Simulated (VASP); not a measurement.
# WSe2 in VASP: further runs

The runs below take WSe2 through single point, relaxation of the atoms, with PBEsol.

Program: VASP 6.6.1. These are calculated values, not measurements. Logs are shortened: lines on timing, memory, paths and dates and some standing lists are left out, and cuts for length are marked.

### 1 The cell of the first run

The cell holds a sheet with vacuum, 3 atoms: a = 3.282 Å, b = 3.282 Å, c = 18.000 Å, α = 90.00°, β = 90.00°, γ = 120.00°.

### 2 Single point, PBEsol

The input, INCAR:

```
SYSTEM = WSe2
ALGO = Normal ; EDIFF = 1E-7
ENCUT = 520 ; GGA = PS
ISIF = 2 ; ISMEAR = 0
LASPH = .TRUE. ; LCHARG = .FALSE.
LREAL = .FALSE. ; LWAVE = .FALSE.
NBANDS = 20 ; NELM = 60
PREC = Accurate ; SIGMA = 0.05
```

The input, KPOINTS:

```
k-points
0
G
  12 12 1
  0 0 0
```

The input, POSCAR:

```
WSe2
1.0
    3.2820000000      0.0000000000      0.0000000000
   -1.6410000000      2.8422953752      0.0000000000
    0.0000000000      0.0000000000     18.0000000000
W Se
1 2
Direct
    0.0000000000      0.0000000000      0.5000000000
    0.3333333333      0.6666666667      0.5926714374
    0.3333333333      0.6666666667      0.4073285626
```

Potentials or basis: VASP PAW PBE potentials, release 64 (W_sv, Se).

On the command line:

```console
$ cat potpaw_PBE.64/W_sv/POTCAR potpaw_PBE.64/Se/POTCAR > POTCAR
$ mpirun -np 1 vasp_std > vasp.out
```

OUTCAR:

```text
SYSTEM = WSe2
   EDIFF = 1E-7
   ENCUT = 520
   GGA = PS
   ISIF = 2
   ISMEAR = 0
   LASPH = .TRUE.
   LREAL = .FALSE.
   NELM = 60
   PREC = Accurate

 ion  position               nearest neighbor table
   1  0.000  0.000  0.500-   2 2.52   3 2.52   2 2.52   3 2.52   2 2.52   3 2.52
   2  0.333  0.667  0.593-   1 2.52   1 2.52   1 2.52
   3  0.333  0.667  0.407-   1 2.52   1 2.52   1 2.52

  LATTYP: Found a hexagonal cell.
 ALAT       =     3.2820000000
 C/A-ratio  =     5.4844606947

  Lattice vectors:

 A1 = (   3.2820000000,   0.0000000000,   0.0000000000)
 A2 = (  -1.6410000000,   2.8422953752,   0.0000000000)
 A3 = (   0.0000000000,   0.0000000000,  18.0000000000)

Analysis of symmetry for initial positions (statically):
=====================================================================
 Subroutine PRICEL returns:
 Original cell was already a primitive cell.

 Routine SETGRP: Setting up the symmetry group for a
 hexagonal supercell.

 Subroutine GETGRP returns: Found 12 space group operations
 (whereof 12 operations were pure point group operations)
 out of a pool of 24 trial point group operations.

The static configuration has the point symmetry D_3h.

Analysis of symmetry for dynamics (positions and initial velocities):
=====================================================================
 Subroutine PRICEL returns:
 Original cell was already a primitive cell.

 Routine SETGRP: Setting up the symmetry group for a
 hexagonal supercell.

 Subroutine GETGRP returns: Found 12 space group operations
 (whereof 12 operations were pure point group operations)
 out of a pool of 24 trial point group operations.

The dynamic configuration has the point symmetry D_3h.

 Subroutine INISYM returns: Found 12 space group operations
 (whereof 12 operations are pure point group operations),
 and found     1 'primitive' translations

----------------------------------------------------------------------------------------

                                     Primitive cell

  volume of cell :     167.9114

  direct lattice vectors                    reciprocal lattice vectors
     3.282000000  0.000000000  0.000000000     0.304692261  0.175914159  0.000000000
    -1.641000000  2.842295375  0.000000000     0.000000000  0.351828318  0.000000000
     0.000000000  0.000000000 18.000000000     0.000000000  0.000000000  0.055555556

  length of vectors
     3.282000000  3.282000000 18.000000000     0.351828318  0.351828318  0.055555556

  position of ions in fractional coordinates (direct lattice)
     0.000000000  0.000000000  0.500000000
     0.333333333  0.666666667  0.592671437
     0.333333333  0.666666667  0.407328563

  ion indices of the primitive-cell ions
   primitive index   ion index
                 1           1
                 2           2
                 3           3

----------------------------------------------------------------------------------------

 KPOINTS: k-points

Automatic generation of k-mesh.
 Grid dimensions read from file:
 generate k-points for:   12   12    1

 Generating k-lattice:

  Cartesian coordinates                     Fractional coordinates (reciprocal lattice)
     0.025391022  0.014659513  0.000000000     0.083333333  0.000000000  0.000000000
     0.000000000  0.029319026  0.000000000     0.000000000  0.083333333  0.000000000
     0.000000000  0.000000000  0.055555556     0.000000000  0.000000000  1.000000000

  Length of vectors
     0.029319026  0.029319026  0.055555556

  Shift w.r.t. Gamma in fractional coordinates (k-lattice)
     0.000000000  0.000000000  0.000000000

 Subroutine IBZKPT returns following result:
 ===========================================

 Found     19 irreducible k-points:

 Following reciprocal coordinates:
            Coordinates               Weight
  0.000000  0.000000  0.000000      1.000000
  0.083333 -0.000000  0.000000      6.000000
  0.166667 -0.000000  0.000000      6.000000
  0.250000  0.000000  0.000000      6.000000
  0.333333 -0.000000  0.000000      6.000000
  0.416667  0.000000  0.000000      6.000000
[... 11 lines left out ...]
  0.333333  0.250000  0.000000     12.000000
  0.333333  0.333333  0.000000      2.000000
   k-points           NKPTS =     19   k-points in BZ     NKDIM =     19   number of bands    NBANDS=     20
   number of dos      NEDOS =    301   number of ions     NIONS =      3
   total plane-waves  NPLWV =  80640
   dimension x,y,z NGX =    24 NGY =   24 NGZ =  140
   dimension x,y,z NGXF=    48 NGYF=   48 NGZF=  280
   ions per type =               1   2
   NGX,Y,Z   is equivalent  to a cutoff of  12.16, 12.16, 12.93 a.u.
   NGXF,Y,Z  is equivalent  to a cutoff of  24.31, 24.31, 25.86 a.u.
 SYSTEM =  WSe2
   PREC   = accura    normal or accurate (medium, high low for compatibility)
   ISTART =      0    job   : 0-new  1-cont  2-samecut
   ICHARG =      2    charge: 1-file 2-atom 10-const
   ISPIN  =      1    spin polarized calculation?
   LNONCOLLINEAR =      F non collinear calculations
   LSORBIT =      F    spin-orbit coupling
   LASPH  =      T    aspherical Exc in radial PAW
   ENCUT  =  520.0 eV  38.22 Ry    6.18 a.u.   6.10  6.10 33.47*2*pi/ulx,y,z
   NELM   =     60;   NELMIN=  2; NELMDL= -5     # of ELM steps
   EDIFF  = 0.1E-06   stopping-criterion for ELM
   LREAL  =      F    real-space projection
   EDIFFG = 0.1E-05   stopping-criterion for IOM
   NSW    =      0    number of steps for IOM
   IBRION =     -1    ionic relax: 0-MD 1-quasi-New 2-CG
   NFREE  =      0    steps in history (QN), initial steepest desc. (CG)
   ISIF   =      2    stress and relaxation
   ISYM   =      2    0-nonsym 1-usesym 2-fastsym
   POTIM  = 0.5000    time-step for ionic-motion
   TEBEG  =    0.0;   TEEND  =   0.0 temperature during run
   PSTRESS=    0.0 pullay stress
   NELECT =      26.0000    total number of electrons
   NUPDOWN=      -1.0000    fix difference up-down
   EMIN   =  10.00;   EMAX   =-10.00  energy-range for DOS
   EFERMI =   0.00;   METHOD = LEGACY
   ISMEAR =     0;   SIGMA  =   0.05  broadening in eV -4-tet -1-fermi 0-gaus
   EFERMI_NEDOS =   21; number of points for ismear=-14 and -15
   IALGO  =     38    algorithm
   IMIX   =      4    mixing-type and parameters
     AMIX     =   0.40;   BMIX     =  1.00
     AMIX_MAG =   1.60;   BMIX_MAG =  1.00
  volume/ion in A,a.u.               =      55.97       377.71
  Fermi-wavevector in a.u.,A,eV,Ry     =   0.879102  1.661262 10.514855  0.772820
  Thomas-Fermi vector in A             =   1.999279
   LORBIT       =      0    0 simple, 1 ext, 2 COOP (PROOUT), +10 PAW based schemes
   GGA     = PS    functional components
   LHFCALC =     F    Hartree Fock is set to
   AEXX    =    0.0000 exact exchange contribution
   IVDW    =     0    specifies the selected vdW correction
   LEPSILON=     F    determine dielectric tensor
   LRPA    =     F    only Hartree local field effects (RPA)
 non-spin polarized calculation
 Gauss-broadening in eV      SIGMA  =   0.05
  energy-cutoff  :      520.00
  volume of cell :      167.91
 maximum number of plane-waves:      4578
   NGX = 13   NGY = 13   NGZ = 67

 number of electron      26.0000001 magnetization

 Free energy of the ion-electron system (eV)
  ---------------------------------------------------
  ext. energy  EPLUGINS =         0.00000000
  ---------------------------------------------------
  free energy    TOTEN  =       -23.23437842 eV

  energy without entropy =      -23.23437842  energy(sigma->0) =      -23.23437842

 E-fermi :  -0.7218     XC(G=0):  -4.4724

 val. band max:       -1.1801656067   @ k =   0.3333   0.3333   0.0000
 cond. band min:       0.4601553154   @ k =   0.3333   0.3333   0.0000
 fundamental gap:      1.6403209222
 Fermi energy:        -0.7217719772

 k-point     1 :       0.0000    0.0000    0.0000
  band No.  band energies     occupation
      1     -75.1353      2.00000
      2     -39.3928      2.00000
      3     -39.2544      2.00000
      4     -39.2544      2.00000
      5     -16.0466      2.00000
      6     -14.7395      2.00000
[... 12 lines left out ...]
     19       3.7841      0.00000
     20       4.0678      0.00000

 k-point     2 :       0.0833   -0.0000    0.0000
  band No.  band energies     occupation
      1     -75.1346      2.00000
      2     -39.3897      2.00000
      3     -39.2708      2.00000
      4     -39.2582      2.00000
      5     -15.9397      2.00000
      6     -14.6865      2.00000
[... 12 lines left out ...]
     19       3.9247      0.00000
     20       4.4126      0.00000

 k-point     3 :       0.1667   -0.0000    0.0000
  band No.  band energies     occupation
      1     -75.1327      2.00000
      2     -39.3811      2.00000
      3     -39.3155      2.00000
      4     -39.2687      2.00000
      5     -15.6333      2.00000
      6     -14.5350      2.00000
[... 12 lines left out ...]
     19       4.3169      0.00000
     20       5.0200      0.00000

 k-point     4 :       0.2500    0.0000    0.0000
  band No.  band energies     occupation
      1     -75.1300      2.00000
      2     -39.3759      2.00000
      3     -39.3693      2.00000
      4     -39.2830      2.00000
      5     -15.1717      2.00000
      6     -14.3092      2.00000
[... 12 lines left out ...]
     19       4.9137      0.00000
     20       5.5049      0.00000

 k-point     5 :       0.3333   -0.0000    0.0000
  band No.  band energies     occupation
      1     -75.1273      2.00000
      2     -39.4356      2.00000
      3     -39.3575      2.00000
      4     -39.2972      2.00000
      5     -14.6399      2.00000
      6     -14.0559      2.00000
[... 12 lines left out ...]
     19       5.4588      0.00000
     20       5.5645      0.00000
[... 238 lines left out ...]
      6     -13.6837      2.00000
[... 12 lines left out ...]
     19       6.8531      0.00000
     20       7.1821      0.00000

 k-point    17 :       0.2500    0.2500    0.0000
  band No.  band energies     occupation
      1     -75.1246      2.00000
      2     -39.4505      2.00000
      3     -39.3567      2.00000
      4     -39.3457      2.00000
      5     -14.0346      2.00000
      6     -13.7574      2.00000
[... 12 lines left out ...]
     19       6.2724      0.00000
     20       6.7099      0.00000

 k-point    18 :       0.3333    0.2500    0.0000
  band No.  band energies     occupation
      1     -75.1236      2.00000
      2     -39.4535      2.00000
      3     -39.3808      2.00000
      4     -39.3414      2.00000
      5     -13.7805      2.00000
      6     -13.6346      2.00000
[... 12 lines left out ...]
     19       5.9612      0.00000
     20       7.2909      0.00000

 k-point    19 :       0.3333    0.3333    0.0000
  band No.  band energies     occupation
      1     -75.1232      2.00000
      2     -39.4349      2.00000
      3     -39.4094      2.00000
      4     -39.3398      2.00000
      5     -13.6889      2.00000
      6     -13.5861      2.00000
[... 12 lines left out ...]
     19       5.3155      0.00000
     20       7.5349      0.00000

------------------------ aborting loop because EDIFF is reached ----------------------------------------

  FORCE on cell =-STRESS in cart. coord.  units (eV):
  Direction    XX          YY          ZZ          XY          YZ          ZX
  --------------------------------------------------------------------------------------
  -------------------------------------------------------------------------------------
  Total       -0.1731691     -0.1731691      0.2009450     -0.0000000      0.0000000      0.0000000
  in kB       -1.6523445     -1.6523445      1.9173772     -0.0000000      0.0000000      0.0000000
  external PRESSURE =      -0.4624372 kB  Pullay stress =       0.0000000 kB

 VOLUME and BASIS-vectors are now :
 -----------------------------------------------------------------------------
  energy-cutoff  :      520.00
  volume of cell :      167.91
      direct lattice vectors                 reciprocal lattice vectors
     3.282000000  0.000000000  0.000000000     0.304692261  0.175914159  0.000000000
    -1.641000000  2.842295375  0.000000000     0.000000000  0.351828318  0.000000000
     0.000000000  0.000000000 18.000000000     0.000000000  0.000000000  0.055555556

 POSITION                                       TOTAL-FORCE (eV/Angst)
 -----------------------------------------------------------------------------------
      0.00000      0.00000      9.00000        -0.000000      0.000000      0.000000
     -0.00000      1.89486     10.66809         0.000000      0.000000      0.063474
     -0.00000      1.89486      7.33191         0.000000      0.000000     -0.063474
 -----------------------------------------------------------------------------------
    total drift:                                0.000000     -0.000000     -0.000000

  FREE ENERGIE OF THE ION-ELECTRON SYSTEM (eV)
  ---------------------------------------------------
  free  energy   TOTEN  =       -23.2343784162 eV

  energy  without entropy=      -23.2343784162  energy(sigma->0) =      -23.23437842
```

Run time: 38 s. Hardware: 1 thread of Intel Xeon 6975P-C (Granite Rapids), shared host; peak memory 0.28 GiB.

Results:

```
Free energy            : -23.2344 eV
Largest force          : 0.063 eV/Å
Band gap on the k mesh : 1.64 eV
```

Forces on the atoms (eV/Å):
```
W    0.000  0.000  0.000
Se   0.000  0.000  0.063
Se   0.000  0.000 -0.063
```

Levels at points of the mesh, in eV from the valence-band top:
```
           k point  band 10  band 11  band 12  band 13  band 14  band 15  band 16  band 17
(0.00, 0.00, 0.00)    -2.20    -1.21    -1.21    -0.37     3.03     3.03     3.24     3.24
(0.50, 0.00, 0.00)    -3.01    -2.15    -1.01    -0.88     2.48     2.83     3.76     4.42
```

Caveat: the PAW data sets were made with another functional, which shifts forces and pressure a little; spin-orbit coupling is left out, which moves the levels of the heavy elements.

### 3 Relaxation of the atoms, PBEsol

The input, INCAR:

```
PREC = Accurate ; ENCUT = 520
EDIFF = 1E-6 ; ISMEAR = 0
SIGMA = 0.05 ; LREAL = False
LASPH = True ; NELM = 80
ALGO = Normal ; ISIF = 2
LWAVE = False ; LCHARG = False
GGA = PS ; IBRION = 2
NSW = 80 ; EDIFFG = -0.003
```

The input, KPOINTS:

```
regular mesh
0
Gamma
  12 12 1
```

The input, POSCAR:

```
WSe2
1.0
    3.2820000000      0.0000000000      0.0000000000
   -1.6410000000      2.8422953752      0.0000000000
    0.0000000000      0.0000000000     18.0000000000
W Se
1 2
Direct
    0.0000000000      0.0000000000      0.5000000000
    0.3333330000      0.6666670000      0.5933330000
    0.3333330000      0.6666670000      0.4066670000
```

Potentials or basis: VASP PAW PBE potentials, release 64 (W_sv, Se).

On the command line:

```console
$ cat potpaw_PBE.64/W_sv/POTCAR potpaw_PBE.64/Se/POTCAR > POTCAR
$ mpirun -np 1 vasp_std > vasp.out
```

Run time: 46 s. Hardware: 1 thread of Intel Xeon 6975P-C (Granite Rapids), shared host; peak memory 0.3 GiB.

Results (log left out):

* Free energy: -23.2346 eV
* Energy gained by relaxing: 0.4 meV/atom
* Ionic steps: 3
* Band gap on the k mesh: 1.65 eV

Step by step:
| step | energy change (eV) | largest force (eV/Å) | pressure (GPa) |
| --- | --- | --- | --- |
| 1 | 0.0000 | 0.1478 | -0.44 |
| 2 | -0.0012 | 0.0217 | -0.21 |
| 3 | -0.0012 | 0.0013 | -0.16 |

Final structure:
```yaml
crystal:
  lattice:
    - [3.28200, 0.00000, 0.00000]
    - [-1.64100, 2.84230, 0.00000]
    - [0.00000, 0.00000, 18.00000]
  atoms:
    - { symbol: W, position: [0.00000, 0.00000, 0.50000] }
    - { symbol: Se, position: [0.33333, 0.66667, 0.59287] }
    - { symbol: Se, position: [0.33333, 0.66667, 0.40713] }
```

Levels at points of the mesh, in eV from the valence-band top:
```
           k point  band 9  band 10  band 11  band 12  band 13  band 14  band 15  band 16  band 17
(0.00, 0.00, 0.00)   -2.35    -2.21    -1.20    -1.20    -0.38     3.03     3.03     3.22     3.22
(0.50, 0.00, 0.00)   -4.22    -3.00    -2.16    -1.01    -0.87     2.48     2.83     3.75     4.41
```

Caveat: the PAW data sets were made with another functional, which shifts forces and pressure a little; spin-orbit coupling is left out, which moves the levels of the heavy elements.
